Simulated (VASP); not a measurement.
# MnHg: single point with PBEsol

Crystal: MnHg.

```
Mn Hg
1.0
     3.35862    0.00000    0.00000
     0.00000    3.35862    0.00000
     0.00000    0.00000    3.35862
Mn Hg
1 1
Direct
  0.50000 0.50000 0.50000
  0.00000 0.00000 0.00000
```

* Program: VASP 6.6.1
* Task: single point
* Functional: PBEsol
* Potentials or basis: VASP PAW PBE potentials, release 64 (Mn_pv, Hg)
* Cutoff: 520 eV
* k mesh: 12 × 12 × 12
* Occupations: gaussian, width 0.1 eV
* Spin: collinear spin, ferromagnetic start
* Starting moments: [4.0, 0.0] μB
* Dipole correction: no
* Further INCAR settings: ALGO = Normal; EDIFF = 1e-06; NBANDS = 24

```
Pressure                                              : -6.8 GPa
Net moment                                            : 4.00 μB per cell
Site moments                                          : Mn +3.89; Hg -0.05 μB
Valence electrons inside the program's atomic spheres : Mn 11.36; Hg 10.55
```

Levels at points of the mesh, in eV from the Fermi level:
Spin up:
| k point | band 11 | band 12 | band 13 | band 14 | band 15 | band 16 | band 17 | band 18 |
| --- | --- | --- | --- | --- | --- | --- | --- | --- |
| (0.00, 0.00, 0.00) | -2.99 | -2.17 | -2.17 | -2.17 | 4.68 | 4.68 | 4.68 | 7.99 |
| (0.50, 0.00, 0.00) | -3.31 | -2.82 | -2.82 | -2.36 | -1.71 | 9.65 | 9.65 | 10.10 |
| (0.50, 0.50, 0.00) | -2.20 | -2.20 | -2.14 | -1.66 | -1.66 | 0.37 | 2.57 | 11.51 |
| (0.50, 0.50, 0.50) | -3.71 | -2.12 | -2.12 | 0.19 | 3.89 | 3.89 | 3.89 | 4.15 |
Spin down:
```csv
k point,band 9,band 10,band 11,band 12,band 13,band 14
"(0.00, 0.00, 0.00)",-6.95,0.32,0.32,1.42,1.42,1.42
"(0.50, 0.00, 0.00)",-4.97,-4.33,0.01,0.43,0.43,1.25
"(0.50, 0.50, 0.00)",-3.49,-1.36,-1.36,0.45,1.25,1.25
"(0.50, 0.50, 0.50)",-1.48,-1.48,-1.48,0.10,1.84,1.84
```

It took 90 s on 1 thread of Intel(R) Xeon(R) 6975P-C (Granite Rapids), with other jobs on the host, peak memory 0.25 GiB.

Caveat: the cell stands under tension; the PAW data sets were made with another functional, which shifts forces and pressure a little; spin-orbit coupling is left out, which moves the levels of the heavy elements.
